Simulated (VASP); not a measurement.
# Cu3N (Pm-3m) in VASP: single point with PBE

Aim: the single point of Cu3N with PBE.

Everything below comes from runs of VASP 6.6.1. Logs are shortened: lines on timing, memory, paths and dates and some standing lists are left out, and cuts for length are marked.

## 1. The cell of the first run

It takes space group Pm-3m (No. 221, cubic). The conventional cell has a = 3.789 Å, b = 3.789 Å, c = 3.789 Å, α = 90.00°, β = 90.00°, γ = 90.00°. Cu (site symmetry 4/mmm) has 2 N at 1.89 Å within 2.5 Å. Within 2.5 Å of N (site symmetry m-3m) lie 6 Cu at 1.89 Å.

## 2. Single point, PBE

INCAR

```
PREC = Accurate
ENCUT = 600
EDIFF = 1E-6
ISMEAR = -1
SIGMA = 0.02
LREAL = False
LASPH = True
NELM = 120
ALGO = Normal
ISIF = 2
LWAVE = False
LCHARG = False
GGA = PE
NBANDS = 27
GGA_COMPAT = False
```

KPOINTS

```
regular mesh
0
Gamma
  6 6 6
```

POSCAR

```
Cu3N
1.0
    3.7893700625      0.0000000000      0.0000000000
    0.0000000000      3.7893700625      0.0000000000
    0.0000000000      0.0000000000      3.7893700625
Cu N
3 1
Direct
    0.5000000000      0.0000000000      0.0000000000
    0.0000000000      0.5000000000      0.0000000000
    0.0000000000      0.0000000000      0.5000000000
    0.0000000000      0.0000000000      0.0000000000
```

Potentials or basis: VASP PAW PBE potentials, release 64 (Cu, N).

The run is started by

```
$ cat potpaw_PBE.64/Cu/POTCAR potpaw_PBE.64/N/POTCAR > POTCAR
$ mpirun -np 1 vasp_std > vasp.out
```

OUTCAR:

```text
PREC = Accurate
   ENCUT = 600
   EDIFF = 1E-6
   ISMEAR = -1
   LREAL = False
   LASPH = True
   NELM = 120
   ISIF = 2
   GGA = PE

 ion  position               nearest neighbor table
   1  0.500  0.000  0.000-   4 1.89   4 1.89   2 2.68   3 2.68   2 2.68   2 2.68   3 2.68   3 2.68
                             3 2.68   2 2.68
   2  0.000  0.500  0.000-   4 1.89   4 1.89   1 2.68   3 2.68   1 2.68   3 2.68   3 2.68   3 2.68
                             1 2.68   1 2.68
   3  0.000  0.000  0.500-   4 1.89   4 1.89   1 2.68   1 2.68   2 2.68   2 2.68   2 2.68   2 2.68
                             1 2.68   1 2.68
   4  0.000  0.000  0.000-   1 1.89   2 1.89   3 1.89   3 1.89   2 1.89   1 1.89

  LATTYP: Found a simple cubic cell.
 ALAT       =     3.7893700625

  Lattice vectors:

 A1 = (   3.7893700625,   0.0000000000,   0.0000000000)
 A2 = (   0.0000000000,   3.7893700625,   0.0000000000)
 A3 = (   0.0000000000,   0.0000000000,   3.7893700625)

Analysis of symmetry for initial positions (statically):
=====================================================================
 Subroutine PRICEL returns:
 Original cell was already a primitive cell.

 Routine SETGRP: Setting up the symmetry group for a
 simple cubic supercell.

 Subroutine GETGRP returns: Found 48 space group operations
[... 9 lines left out ...]

 Routine SETGRP: Setting up the symmetry group for a
 simple cubic supercell.

 Subroutine GETGRP returns: Found 48 space group operations
[... 11 lines left out ...]
                                     Primitive cell

  volume of cell :      54.4128

  direct lattice vectors                    reciprocal lattice vectors
     3.789370063  0.000000000  0.000000000     0.263896105  0.000000000  0.000000000
     0.000000000  3.789370063  0.000000000     0.000000000  0.263896105  0.000000000
     0.000000000  0.000000000  3.789370063     0.000000000  0.000000000  0.263896105

  length of vectors
     3.789370063  3.789370063  3.789370063     0.263896105  0.263896105  0.263896105

  position of ions in fractional coordinates (direct lattice)
     0.500000000  0.000000000  0.000000000
     0.000000000  0.500000000  0.000000000
     0.000000000  0.000000000  0.500000000
     0.000000000  0.000000000  0.000000000

  ion indices of the primitive-cell ions
   primitive index   ion index
                 1           1
                 2           2
                 3           3
                 4           4

----------------------------------------------------------------------------------------

 KPOINTS: regular mesh

Automatic generation of k-mesh.
 Grid dimensions read from file:
 generate k-points for:    6    6    6

 Generating k-lattice:

  Cartesian coordinates                     Fractional coordinates (reciprocal lattice)
     0.043982684  0.000000000  0.000000000     0.166666667  0.000000000  0.000000000
     0.000000000  0.043982684  0.000000000     0.000000000  0.166666667  0.000000000
     0.000000000  0.000000000  0.043982684     0.000000000  0.000000000  0.166666667

  Length of vectors
     0.043982684  0.043982684  0.043982684

  Shift w.r.t. Gamma in fractional coordinates (k-lattice)
     0.000000000  0.000000000  0.000000000

 Subroutine IBZKPT returns following result:
 ===========================================

 Found     20 irreducible k-points:

 Following reciprocal coordinates:
            Coordinates               Weight
  0.000000  0.000000  0.000000      1.000000
  0.166667  0.000000  0.000000      6.000000
  0.333333  0.000000  0.000000      6.000000
  0.500000  0.000000  0.000000      3.000000
  0.166667  0.166667  0.000000     12.000000
  0.333333  0.166667  0.000000     24.000000
[... 12 lines left out ...]
  0.500000  0.500000  0.333333      6.000000
  0.500000  0.500000  0.500000      1.000000
   k-points           NKPTS =     20   k-points in BZ     NKDIM =     20   number of bands    NBANDS=     27
   number of dos      NEDOS =    301   number of ions     NIONS =      4
   total plane-waves  NPLWV =  27000
   dimension x,y,z NGX =    30 NGY =   30 NGZ =   30
   dimension x,y,z NGXF=    60 NGYF=   60 NGZF=   60
   ions per type =               3   1
   NGX,Y,Z   is equivalent  to a cutoff of  13.16, 13.16, 13.16 a.u.
   NGXF,Y,Z  is equivalent  to a cutoff of  26.32, 26.32, 26.32 a.u.
 SYSTEM =  unknown system
   PREC   = accura    normal or accurate (medium, high low for compatibility)
   ISTART =      0    job   : 0-new  1-cont  2-samecut
   ICHARG =      2    charge: 1-file 2-atom 10-const
   ISPIN  =      1    spin polarized calculation?
   LNONCOLLINEAR =      F non collinear calculations
   LSORBIT =      F    spin-orbit coupling
   LASPH  =      T    aspherical Exc in radial PAW
   ENCUT  =  600.0 eV  44.10 Ry    6.64 a.u.   7.57  7.57  7.57*2*pi/ulx,y,z
   NELM   =    120;   NELMIN=  2; NELMDL= -5     # of ELM steps
   EDIFF  = 0.1E-05   stopping-criterion for ELM
   LREAL  =      F    real-space projection
   EDIFFG = 0.1E-04   stopping-criterion for IOM
   NSW    =      0    number of steps for IOM
   IBRION =     -1    ionic relax: 0-MD 1-quasi-New 2-CG
   NFREE  =      0    steps in history (QN), initial steepest desc. (CG)
   ISIF   =      2    stress and relaxation
   ISYM   =      2    0-nonsym 1-usesym 2-fastsym
   POTIM  = 0.5000    time-step for ionic-motion
   TEBEG  =    0.0;   TEEND  =   0.0 temperature during run
   PSTRESS=    0.0 pullay stress
   NELECT =      38.0000    total number of electrons
   NUPDOWN=      -1.0000    fix difference up-down
   EMIN   =  10.00;   EMAX   =-10.00  energy-range for DOS
   EFERMI =   0.00;   METHOD = LEGACY
   ISMEAR =    -1;   SIGMA  =   0.02  broadening in eV -4-tet -1-fermi 0-gaus
   EFERMI_NEDOS =   21; number of points for ismear=-14 and -15
   IALGO  =     38    algorithm
   IMIX   =      4    mixing-type and parameters
     AMIX     =   0.40;   BMIX     =  1.00
     AMIX_MAG =   1.60;   BMIX_MAG =  1.00
  volume/ion in A,a.u.               =      13.60        91.80
  Fermi-wavevector in a.u.,A,eV,Ry     =   1.452454  2.744740 28.703153  2.109622
  Thomas-Fermi vector in A             =   2.569834
   LORBIT       =      0    0 simple, 1 ext, 2 COOP (PROOUT), +10 PAW based schemes
   GGA     = PE    functional components
   LHFCALC =     F    Hartree Fock is set to
   AEXX    =    0.0000 exact exchange contribution
   IVDW    =     0    specifies the selected vdW correction
   LEPSILON=     F    determine dielectric tensor
   LRPA    =     F    only Hartree local field effects (RPA)
 non-spin polarized calculation
  energy-cutoff  :      600.00
  volume of cell :       54.41
 maximum number of plane-waves:      1856
   NGX = 15   NGY = 15   NGZ = 15

 number of electron      37.9999988 magnetization

 Free energy of the ion-electron system (eV)
  ---------------------------------------------------
  ext. energy  EPLUGINS =         0.00000000
  ---------------------------------------------------
  free energy    TOTEN  =       -18.35652821 eV

  energy without entropy =      -18.35638052  energy(sigma->0) =      -18.35645437

 E-fermi :   5.2103     XC(G=0): -10.8910

 val. band max:        5.1401363893   @ k =   0.5000   0.5000   0.5000
 cond. band min:       5.2804840738   @ k =   0.5000   0.5000   0.0000
 fundamental gap:      0.1403476845
 Fermi energy:         5.2102823784

 k-point     1 :       0.0000    0.0000    0.0000
  band No.  band energies     occupation
      1     -11.8660      2.00000
      2      -0.2321      2.00000
      3       0.2614      2.00000
      4       0.2614      2.00000
      5       0.2614      2.00000
      6       1.1713      2.00000
[... 19 lines left out ...]
     26      17.5044      0.00000
     27      17.5047      0.00000

 k-point     2 :       0.1667    0.0000    0.0000
  band No.  band energies     occupation
      1     -11.7651      2.00000
      2      -0.7900      2.00000
      3      -0.0060      2.00000
      4      -0.0060      2.00000
      5       0.1441      2.00000
      6       1.1999      2.00000
[... 19 lines left out ...]
     26      16.0857      0.00000
     27      16.4320      0.00000

 k-point     3 :       0.3333    0.0000    0.0000
  band No.  band energies     occupation
      1     -11.5482      2.00000
      2      -1.9850      2.00000
      3      -0.3436      2.00000
      4      -0.3436      2.00000
      5       0.6613      2.00000
      6       1.2607      2.00000
[... 19 lines left out ...]
     26      15.0493      0.00000
     27      15.0514      0.00000

 k-point     4 :       0.5000    0.0000    0.0000
  band No.  band energies     occupation
      1     -11.4308      2.00000
      2      -2.4881      2.00000
      3      -0.4725      2.00000
      4      -0.4725      2.00000
      5       1.1700      2.00000
      6       1.2934      2.00000
[... 19 lines left out ...]
     26      14.4676      0.00000
     27      14.4676      0.00000

 k-point     5 :       0.1667    0.1667    0.0000
  band No.  band energies     occupation
      1     -11.6638      2.00000
      2      -0.9079      2.00000
      3      -0.8108      2.00000
      4      -0.2114      2.00000
      5       0.3731      2.00000
      6       1.3316      2.00000
[... 19 lines left out ...]
     26      14.3253      0.00000
     27      15.7942      0.00000

 k-point     6 :       0.3333    0.1667    0.0000
  band No.  band energies     occupation
      1     -11.4458      2.00000
      2      -2.0243      2.00000
      3      -1.0246      2.00000
      4      -0.5051      2.00000
      5       0.8597      2.00000
      6       1.4436      2.00000
[... 324 lines left out ...]
      1     -10.8944      2.00000
      2      -2.2751      2.00000
      3      -2.2751      2.00000
      4      -2.2170      2.00000
      5       1.5816      2.00000
      6       1.8294      2.00000
[... 19 lines left out ...]
     26      13.6673      0.00000
     27      18.6442      0.00000

 k-point    18 :       0.5000    0.3333    0.3333
  band No.  band energies     occupation
      1     -10.7710      2.00000
      2      -2.6931      2.00000
      3      -2.3266      2.00000
      4      -2.2795      2.00000
      5       1.5704      2.00000
      6       1.9191      2.00000
[... 19 lines left out ...]
     26      13.4307      0.00000
     27      17.9503      0.00000

 k-point    19 :       0.5000    0.5000    0.3333
  band No.  band energies     occupation
      1     -10.6460      2.00000
      2      -2.7314      2.00000
      3      -2.7314      2.00000
      4      -2.3525      2.00000
      5       1.5082      2.00000
      6       2.0209      2.00000
[... 19 lines left out ...]
     26      13.2461      0.00000
     27      17.1187      0.00000

 k-point    20 :       0.5000    0.5000    0.5000
  band No.  band energies     occupation
      1     -10.5192      2.00000
      2      -2.7724      2.00000
      3      -2.7724      2.00000
      4      -2.7724      2.00000
      5       1.4289      2.00000
      6       2.0679      2.00000
[... 19 lines left out ...]
     26      13.2837      0.00000
     27      15.9888      0.00000

------------------------ aborting loop because EDIFF is reached ----------------------------------------

  FORCE on cell =-STRESS in cart. coord.  units (eV):
  Direction    XX          YY          ZZ          XY          YZ          ZX
  --------------------------------------------------------------------------------------
  -------------------------------------------------------------------------------------
  Total        1.5896568      1.5896568      1.5896568      0.0000000      0.0000000     -0.0000000
  in kB       46.8072245     46.8072245     46.8072245      0.0000000      0.0000000     -0.0000000
  external PRESSURE =      46.8072245 kB  Pullay stress =       0.0000000 kB

 VOLUME and BASIS-vectors are now :
 -----------------------------------------------------------------------------
  energy-cutoff  :      600.00
  volume of cell :       54.41
      direct lattice vectors                 reciprocal lattice vectors
     3.789370063  0.000000000  0.000000000     0.263896105  0.000000000  0.000000000
     0.000000000  3.789370063  0.000000000     0.000000000  0.263896105  0.000000000
     0.000000000  0.000000000  3.789370063     0.000000000  0.000000000  0.263896105

 POSITION                                       TOTAL-FORCE (eV/Angst)
 -----------------------------------------------------------------------------------
      1.89469      0.00000      0.00000         0.000000      0.000000      0.000000
      0.00000      1.89469      0.00000         0.000000      0.000000      0.000000
      0.00000      0.00000      1.89469         0.000000      0.000000      0.000000
      0.00000      0.00000      0.00000         0.000000      0.000000      0.000000
 -----------------------------------------------------------------------------------
    total drift:                                0.000000      0.000000      0.000000

  FREE ENERGIE OF THE ION-ELECTRON SYSTEM (eV)
  ---------------------------------------------------
  free  energy   TOTEN  =       -18.3565282109 eV

  energy  without entropy=      -18.3563805244  energy(sigma->0) =      -18.35645437
```

Wall time 53 s (1 thread of AMD EPYC 7R13, shared host); peak memory 0.15 GiB.

Results:

```
Free energy            : -18.3565 eV
Pressure               : 4.7 GPa
Band gap on the k mesh : 0.14 eV, indirect (least direct gap 0.69 eV)
```
